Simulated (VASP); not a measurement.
# Mg9O8 (a cell with a defect) in VASP: notebook

Runs on Mg9O8 (a cell with a defect). Level: PBE. Tasks: single point.

Program: VASP 6.6.1. These are calculated values, not measurements. Logs are shortened: lines on timing, memory, paths and dates and some standing lists are left out, and cuts for length are marked.

## (1) The cell of the first run

The cell holds a defect, 17 atoms: a = 5.694 Å, b = 5.694 Å, c = 5.694 Å, α = 60.00°, β = 60.00°, γ = 60.00°.

## (2) Single point, PBE

INCAR reads:

```
SYSTEM = Mg9O8
ALGO = Normal ; EDIFF = 1E-6
ENCUT = 520 ; GGA = PE
ISIF = 2 ; ISMEAR = 0
LASPH = .True. ; LCHARG = .True.
LELF = .True. ; LREAL = Auto
LVHAR = .True. ; LWAVE = .False.
NBANDS = 47 ; NELM = 60
PREC = Accurate ; SIGMA = 0.05
```

KPOINTS reads:

```
k-points
0
Gamma
  2 2 2
  0 0 0
```

POSCAR reads:

```
Mg9O8
1.0
    0.0000000000      4.0260000000      4.0260000000
    4.0260000000      0.0000000000      4.0260000000
    4.0260000000      4.0260000000      0.0000000000
Mg O
9 8
Direct
   -0.0003569369     -0.0015885631     -0.0085304518
   -0.0073128456     -0.0085483504      0.4898759647
   -0.0352244581      0.5114526547      0.0105085996
   -0.0006161120      0.4926828761      0.4977106240
    0.5127677712     -0.0364443603      0.0104470334
    0.4938277699     -0.0018573268      0.4977378009
    0.5423947844      0.5411570878      0.0397000226
    0.5127409307      0.5114444703      0.4622703288
    0.4013622871      0.4001501645      0.8985939886
    0.2236996045      0.2225239896      0.2683709279
    0.2570629775      0.2557954135      0.7547716052
    0.2316295014      0.7592259292      0.2581300866
    0.2231698345      0.7695749679      0.7211016466
    0.7604378341      0.2303475537      0.2581430697
    0.7708013316      0.2219731435      0.7210828989
    0.7535327176      0.7523049329      0.2512963076
    0.7607061080      0.7594810168      0.7294515469
```

Potentials or basis: VASP PAW PBE potentials, release 64 (Mg, O).

The run is started by

```sh
cat potpaw_PBE.64/Mg/POTCAR potpaw_PBE.64/O/POTCAR > POTCAR
mpirun -np 1 vasp_std > vasp.out
```

OUTCAR:

```text
SYSTEM = Mg9O8
   EDIFF = 1E-6
   ENCUT = 520
   GGA = PE
   ISIF = 2
   ISMEAR = 0
   LASPH = .True.
   LREAL = Auto
   NELM = 60
   PREC = Accurate

 ion  position               nearest neighbor table
   1  1.000  0.998  0.991-  16 1.98  14 2.01  12 2.01  13 2.02  15 2.02  11 2.08   2 2.80   6 2.81
                             4 2.81   5 2.82   3 2.82   3 2.88   4 2.88   5 2.88   6 2.88   2 2.90
   2  0.993  0.991  0.490-  13 1.86  15 1.86  10 1.86  12 1.87  17 1.87  14 1.87   1 2.80   4 2.80
                             6 2.80   3 2.85   5 2.85   8 2.85   8 2.85   5 2.85   3 2.85   6 2.90
   3  0.965  0.511  0.011-  16 1.95  17 1.97  14 1.97   9 2.06  11 2.07  13 2.09  10 2.09   7 2.25
                             8 2.57   5 2.57   1 2.82   4 2.82   2 2.85   2 2.85   4 2.88   1 2.88
   4  0.999  0.493  0.498-  16 1.98  17 2.01  12 2.01  15 2.02  10 2.02  11 2.08   2 2.80   1 2.81
                             6 2.82   8 2.82   3 2.82   6 2.88   3 2.88   8 2.88   1 2.88   2 2.90
   5  0.513  0.964  0.010-  16 1.95  17 1.97  12 1.97   9 2.06  11 2.07  15 2.09  10 2.09   7 2.25
                             8 2.57   3 2.57   1 2.82   6 2.82   2 2.85   2 2.85   6 2.88   1 2.88
   6  0.494  0.998  0.498-  16 1.98  17 2.01  14 2.01  13 2.02  10 2.02  11 2.08   2 2.80   1 2.81
                             4 2.82   8 2.82   5 2.82   4 2.88   5 2.88   8 2.88   1 2.88   2 2.90
   7  0.542  0.541  0.040-  17 1.83  12 1.83  14 1.83   9 1.97   8 2.25   3 2.25   5 2.25  10 2.62
                            15 2.62  13 2.62   6 2.91   4 2.91   1 2.91   1 2.91   4 2.92   6 2.92
   8  0.513  0.511  0.462-  16 1.95  14 1.97  12 1.97   9 2.06  11 2.07  15 2.09  13 2.09   7 2.25
                             3 2.57   5 2.57   6 2.82   4 2.82   2 2.85   2 2.85   4 2.88   6 2.88
   9  0.401  0.400  0.899-  13 1.80  15 1.80  10 1.80   7 1.97  11 2.01   8 2.06   3 2.06   5 2.06
                             6 3.15   4 3.15   1 3.15   1 3.15   4 3.15   6 3.15   2 3.45   2 3.45
  10  0.224  0.223  0.268-   9 1.80   2 1.86   6 2.02   4 2.02   3 2.09   5 2.09   7 2.62
  11  0.257  0.256  0.755-   9 2.01   8 2.07   5 2.07   3 2.07   6 2.08   4 2.08   1 2.08
  12  0.232  0.759  0.258-   7 1.83   2 1.87   8 1.97   5 1.97   1 2.01   4 2.01
  13  0.223  0.770  0.721-   9 1.80   2 1.86   1 2.02   6 2.02   3 2.09   8 2.09   7 2.62
  14  0.760  0.230  0.258-   7 1.83   2 1.87   8 1.97   3 1.97   1 2.01   6 2.01
  15  0.771  0.222  0.721-   9 1.80   2 1.86   1 2.02   4 2.02   5 2.09   8 2.09   7 2.62
  16  0.754  0.752  0.251-   5 1.95   3 1.95   8 1.95   1 1.98   4 1.98   6 1.98
  17  0.761  0.759  0.729-   7 1.83   2 1.87   5 1.97   3 1.97   4 2.01   6 2.01

  LATTYP: Found a face centered cubic cell.
 ALAT       =     8.0520000000

  Lattice vectors:

 A1 = (   0.0000000000,   4.0260000000,   4.0260000000)
 A2 = (   4.0260000000,   0.0000000000,   4.0260000000)
 A3 = (   4.0260000000,   4.0260000000,   0.0000000000)

Analysis of symmetry for initial positions (statically):
=====================================================================
 Subroutine PRICEL returns:
 Original cell was already a primitive cell.

 Routine SETGRP: Setting up the symmetry group for a
 face centered cubic supercell.

 Subroutine GETGRP returns: Found  1 space group operations
 (whereof  1 operations were pure point group operations)
 out of a pool of 48 trial point group operations.

The static configuration has the point symmetry C_1 .

Analysis of symmetry for dynamics (positions and initial velocities):
=====================================================================
 Subroutine PRICEL returns:
 Original cell was already a primitive cell.

 Routine SETGRP: Setting up the symmetry group for a
 face centered cubic supercell.

 Subroutine GETGRP returns: Found  1 space group operations
 (whereof  1 operations were pure point group operations)
 out of a pool of 48 trial point group operations.

The dynamic configuration has the point symmetry C_1 .

 Subroutine INISYM returns: Found  1 space group operations
 (whereof  1 operations are pure point group operations),
 and found     1 'primitive' translations

----------------------------------------------------------------------------------------

                                     Primitive cell

  volume of cell :     130.5123

  direct lattice vectors                    reciprocal lattice vectors
     0.000000000  4.026000000  4.026000000    -0.124192747  0.124192747  0.124192747
     4.026000000  0.000000000  4.026000000     0.124192747 -0.124192747  0.124192747
     4.026000000  4.026000000  0.000000000     0.124192747  0.124192747 -0.124192747

  length of vectors
     5.693623802  5.693623802  5.693623802     0.215108148  0.215108148  0.215108148

  position of ions in fractional coordinates (direct lattice)
[... 50 lines left out ...]
     0.062096374 -0.062096374  0.062096374     0.000000000  0.500000000  0.000000000
     0.062096374  0.062096374 -0.062096374     0.000000000  0.000000000  0.500000000

  Length of vectors
     0.107554074  0.107554074  0.107554074

  Shift w.r.t. Gamma in fractional coordinates (k-lattice)
     0.000000000  0.000000000  0.000000000

 Subroutine IBZKPT returns following result:
 ===========================================

 Found      8 irreducible k-points:

 Following reciprocal coordinates:
            Coordinates               Weight
  0.000000  0.000000  0.000000      1.000000
  0.500000  0.000000  0.000000      1.000000
  0.000000  0.500000  0.000000      1.000000
  0.000000  0.000000  0.500000      1.000000
  0.500000  0.500000  0.500000      1.000000
  0.500000  0.500000  0.000000      1.000000
  0.000000  0.500000  0.500000      1.000000
  0.500000  0.000000  0.500000      1.000000
   k-points           NKPTS =      8   k-points in BZ     NKDIM =      8   number of bands    NBANDS=     47
   number of dos      NEDOS =    301   number of ions     NIONS =     17
   total plane-waves  NPLWV =  74088
   dimension x,y,z NGX =    42 NGY =   42 NGZ =   42
   dimension x,y,z NGXF=    84 NGYF=   84 NGZF=   84
   ions per type =               9   8
   NGX,Y,Z   is equivalent  to a cutoff of  12.26, 12.26, 12.26 a.u.
   NGXF,Y,Z  is equivalent  to a cutoff of  24.53, 24.53, 24.53 a.u.
 SYSTEM =  Mg9O8
   PREC   = accura    normal or accurate (medium, high low for compatibility)
   ISTART =      0    job   : 0-new  1-cont  2-samecut
   ICHARG =      2    charge: 1-file 2-atom 10-const
   ISPIN  =      1    spin polarized calculation?
   LNONCOLLINEAR =      F non collinear calculations
   LSORBIT =      F    spin-orbit coupling
   LASPH  =      T    aspherical Exc in radial PAW
   ENCUT  =  520.0 eV  38.22 Ry    6.18 a.u.  10.59 10.59 10.59*2*pi/ulx,y,z
   NELM   =     60;   NELMIN=  2; NELMDL= -5     # of ELM steps
   EDIFF  = 0.1E-05   stopping-criterion for ELM
   LREAL  =      T    real-space projection
   EDIFFG = 0.1E-04   stopping-criterion for IOM
   NSW    =      0    number of steps for IOM
   IBRION =     -1    ionic relax: 0-MD 1-quasi-New 2-CG
   NFREE  =      0    steps in history (QN), initial steepest desc. (CG)
   ISIF   =      2    stress and relaxation
   ISYM   =      2    0-nonsym 1-usesym 2-fastsym
   POTIM  = 0.5000    time-step for ionic-motion
   TEBEG  =    0.0;   TEEND  =   0.0 temperature during run
   PSTRESS=    0.0 pullay stress
   NELECT =      66.0000    total number of electrons
   NUPDOWN=      -1.0000    fix difference up-down
   EMIN   =  10.00;   EMAX   =-10.00  energy-range for DOS
   EFERMI =   0.00;   METHOD = LEGACY
   ISMEAR =     0;   SIGMA  =   0.05  broadening in eV -4-tet -1-fermi 0-gaus
   EFERMI_NEDOS =   21; number of points for ismear=-14 and -15
   IALGO  =     38    algorithm
   IMIX   =      4    mixing-type and parameters
     AMIX     =   0.40;   BMIX     =  1.00
     AMIX_MAG =   1.60;   BMIX_MAG =  1.00
  volume/ion in A,a.u.               =       7.68        51.81
  Fermi-wavevector in a.u.,A,eV,Ry     =   1.304285  2.464741 23.145665  1.701158
  Thomas-Fermi vector in A             =   2.435231
   LORBIT       =      0    0 simple, 1 ext, 2 COOP (PROOUT), +10 PAW based schemes
   GGA     = PE    functional components
   LHFCALC =     F    Hartree Fock is set to
   AEXX    =    0.0000 exact exchange contribution
   IVDW    =     0    specifies the selected vdW correction
   LEPSILON=     F    determine dielectric tensor
   LRPA    =     F    only Hartree local field effects (RPA)
 non-spin polarized calculation
 Gauss-broadening in eV      SIGMA  =   0.05
  energy-cutoff  :      520.00
  volume of cell :      130.51
 maximum number of plane-waves:      3527
   NGX = 21   NGY = 21   NGZ = 21

 number of electron      66.0000000 magnetization

 Free energy of the ion-electron system (eV)
  ---------------------------------------------------
  ext. energy  EPLUGINS =         0.00000000
  ---------------------------------------------------
  free energy    TOTEN  =       -74.41222158 eV

  energy without entropy =      -74.40258041  energy(sigma->0) =      -74.40740100

 E-fermi :  12.2238     XC(G=0): -12.1064

 val. band max:       12.2087804787   @ k =   0.5000   0.0000   0.5000
 cond. band min:      12.4853289846   @ k =   0.0000   0.0000   0.5000
 fundamental gap:      0.2765485060
 Fermi energy:        12.2238293266

 k-point     1 :       0.0000    0.0000    0.0000
  band No.  band energies     occupation
      1     -13.3743      2.00000
      2     -11.9573      2.00000
      3     -11.5638      2.00000
      4     -11.5634      2.00000
      5     -11.5606      2.00000
      6     -11.4778      2.00000
[... 373 lines left out ...]
     44      17.3196      0.00000
     45      17.5221      0.00000
 [bands above 45 left out]

------------------------ aborting loop because EDIFF is reached ----------------------------------------

  FORCE on cell =-STRESS in cart. coord.  units (eV):
  Direction    XX          YY          ZZ          XY          YZ          ZX
  --------------------------------------------------------------------------------------
  -------------------------------------------------------------------------------------
  Total       71.0343072     71.0350830     70.9250996      3.4967320      3.4911088      3.4882937
  in kB      872.0219643    872.0314891    870.6813249     42.9261189     42.8570883     42.8225292
  external PRESSURE =     871.5782594 kB  Pullay stress =       0.0000000 kB

 VOLUME and BASIS-vectors are now :
 -----------------------------------------------------------------------------
  energy-cutoff  :      520.00
  volume of cell :      130.51
      direct lattice vectors                 reciprocal lattice vectors
     0.000000000  4.026000000  4.026000000    -0.124192747  0.124192747  0.124192747
     4.026000000  0.000000000  4.026000000     0.124192747 -0.124192747  0.124192747
     4.026000000  4.026000000  0.000000000     0.124192747  0.124192747 -0.124192747

 POSITION                                       TOTAL-FORCE (eV/Angst)
 -----------------------------------------------------------------------------------
      8.01126      8.01622      8.04417         0.005722      0.006563     -0.017205
      5.96382      5.96880      7.98814        -0.005299     -0.005347     -0.006696
      2.10142      3.92649      5.94329         0.007407      0.019340      0.020984
      3.98732      6.02730      6.00706         0.003237     -0.020036      0.007205
      3.92133      2.10646      5.94368         0.022571      0.005695      0.017140
      6.02241      3.99204      6.00667        -0.022121      0.005433      0.010436
[... 9 lines left out ...]
      4.04050      4.04544      6.06250        -0.004857     -0.005267     -0.005992
      5.99444      5.99937      6.12027        -0.018417     -0.014277      0.032061
 -----------------------------------------------------------------------------------
    total drift:                                0.018827      0.001134     -0.008241

  FREE ENERGIE OF THE ION-ELECTRON SYSTEM (eV)
  ---------------------------------------------------
  free  energy   TOTEN  =       -74.4122215818 eV

  energy  without entropy=      -74.4025804108  energy(sigma->0) =      -74.40740100
```

Run time: 88 s. Hardware: 1 thread of Intel Xeon Platinum 8375C at 2.90GHz (Ice Lake), shared host; peak memory 0.26 GiB.

Results:

```yaml
Free_energy: -74.4122 eV
Pressure: 87.2 GPa
Largest_force: 0.203 eV/Å
Band_gap_on_the_k_mesh: zero (band 33 reaches 12.21 eV, above the bottom of band 34 at 12.05 eV)
```

Forces on the atoms (eV/Å):
```
Mg   0.006  0.007 -0.017
Mg  -0.005 -0.005 -0.007
Mg   0.007  0.019  0.021
Mg   0.003 -0.020  0.007
Mg   0.023  0.006  0.017
Mg  -0.022  0.005  0.010
Mg  -0.116 -0.117 -0.118
Mg   0.026  0.023  0.001
Mg   0.049  0.048  0.056
O    0.020  0.022 -0.021
O    0.010  0.006  0.005
O    0.027 -0.007 -0.011
O    0.021 -0.018  0.020
O   -0.008  0.030 -0.009
O   -0.018  0.021  0.020
O   -0.005 -0.005 -0.006
O   -0.018 -0.014  0.032
```

Caveat: the k points lie up to 0.68 Å⁻¹ apart.

## (3) Single point, PBE

INCAR reads:

```
SYSTEM = Mg9O8
PREC = Accurate
ENCUT = 520
EDIFF = 1E-6
ISMEAR = 0
SIGMA = 0.05
LREAL = Auto
LASPH = .True.
NELM = 60
ALGO = Normal
ISIF = 2
LWAVE = .False.
LCHARG = .False.
GGA = PE
NBANDS = 47
```

KPOINTS reads:

```
Automatic mesh
0
Gamma
  2 2 2
  0 0 0
```

POSCAR reads:

```
Mg9O8
1.0
    0.0000000000      4.0260000000      4.0260000000
    4.0260000000      0.0000000000      4.0260000000
    4.0260000000      4.0260000000      0.0000000000
Mg O
9 8
Direct
   -0.0108649974      0.0073412157      0.0013844046
    0.1235987048     -0.0417019497      0.4596780793
   -0.0108350809      0.5021873856      0.0013259227
   -0.0112334448      0.5015457507      0.5082076817
    0.4856475868     -0.0112839458      0.0368822644
    0.4862199236     -0.0113849526      0.4893133085
    0.4735238638      0.5081199704      0.0100934750
    0.4862419245      0.5357563777      0.4893003720
    0.7005857526      0.0990561313      0.6011297746
    0.2483426556      0.2696085968      0.2413949130
    0.2672808410      0.2439519472      0.7447175902
    0.2484399166      0.7405551917      0.2413565963
    0.2496863402      0.7400854957      0.7700645815
    0.7145598838      0.2771637178      0.2313347729
    0.7127109540      0.2786706125      0.7782780543
    0.7558885487      0.7478442183      0.2484112888
    0.7126060071      0.7302174469      0.7784983602
```

Potentials or basis: VASP PAW PBE potentials, release 64 (Mg, O).

The run is started by

```sh
cat potpaw_PBE.64/Mg/POTCAR potpaw_PBE.64/O/POTCAR > POTCAR
mpirun -np 1 vasp_std > vasp.out
```

It took 86 s on 1 thread of Intel Xeon Platinum 8375C at 2.90GHz (Ice Lake), shared host; peak memory 0.26 GiB.

Results (log left out):

```yaml
Free_energy: -74.4117 eV
Pressure: 87.2 GPa
Largest_force: 0.213 eV/Å
Band_gap_on_the_k_mesh: zero (band 33 reaches 12.20 eV, above the bottom of band 34 at 12.06 eV)
```

Forces in eV/Å, atoms in the order of the input:
```
Mg  -0.012  0.013 -0.036
Mg   0.125 -0.120 -0.124
Mg   0.036  0.011  0.010
Mg  -0.009 -0.035  0.010
Mg  -0.015  0.022  0.013
Mg  -0.022  0.016  0.011
Mg   0.011 -0.017 -0.009
Mg  -0.012  0.016  0.024
Mg  -0.055  0.057  0.054
O    0.002 -0.012  0.006
O   -0.001 -0.003  0.003
O   -0.007 -0.015 -0.002
O    0.018  0.013 -0.015
O   -0.027 -0.013  0.020
O   -0.004  0.034  0.014
O   -0.012  0.005  0.013
O   -0.016  0.028  0.007
```

Stress tensor (GPa, compression positive):
```
87.28 -4.36 -4.36
-4.36 86.88  4.35
-4.36  4.35 87.32
```

Levels at points of the mesh, in eV from the Fermi level:
| k point | band 31 | band 32 | band 33 | band 34 | band 35 | band 36 |
| --- | --- | --- | --- | --- | --- | --- |
| (0.00, 0.00, 0.00) | -7.52 | -7.31 | -2.00 | -0.16 | 0.67 | 0.68 |
| (0.50, 0.00, 0.00) | -7.76 | -7.76 | -0.23 | 0.40 | 1.67 | 1.74 |
| (0.00, 0.50, 0.00) | -7.70 | -7.57 | -0.47 | 0.28 | 1.01 | 1.93 |
| (0.00, 0.00, 0.50) | -7.69 | -7.58 | -0.48 | 0.27 | 1.03 | 1.92 |
| (0.50, 0.50, 0.50) | -7.70 | -7.57 | -0.47 | 0.28 | 1.01 | 1.93 |
| (0.50, 0.50, 0.00) | -7.95 | -7.89 | -0.01 | 1.02 | 1.66 | 2.10 |
| (0.00, 0.50, 0.50) | -7.95 | -7.89 | -0.01 | 1.02 | 1.66 | 2.11 |
| (0.50, 0.00, 0.50) | -7.95 | -7.89 | -0.02 | 1.03 | 1.66 | 2.11 |

Caveat: the k points lie up to 0.68 Å⁻¹ apart.
